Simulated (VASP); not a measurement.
Al12O, 13 atoms in the cell. The cell holds a slab with vacuum, 13 atoms: a = 5.714 Å, b = 5.714 Å, c = 19.675 Å, α = 90.00°, β = 90.00°, γ = 90.00°. 

```yaml
Program: VASP 6.6.1
Task: single point
Functional: PBE
Potentials_or_basis: VASP PAW PBE potentials, release 64 (Al, O)
Cutoff: 520 eV
k_mesh: 5 × 5 × 1
Occupations: gaussian, width 0.1 eV
Spin: no spin polarisation
Dipole_correction: yes
Further_INCAR_settings: ALGO = Normal; EDIFF = 1e-07; NBANDS = 33
```

Potentials or basis: VASP PAW PBE potentials, release 64 (Al, O).

Command:

```sh
$ cat potpaw_PBE.64/Al/POTCAR potpaw_PBE.64/O/POTCAR > POTCAR
$ mpirun -np 1 vasp_std > vasp.out
```

Hardware: 1 thread of AMD EPYC 7R43 64-Core Processor (Zen 3) (shared host).

How long does it take, and how much memory?

Run time: 4.3 min on 1 thread of AMD EPYC 7R43 64-Core Processor (Zen 3) (shared host), peak memory 0.55 GiB. Counts: scf iterations 26, k points 6.
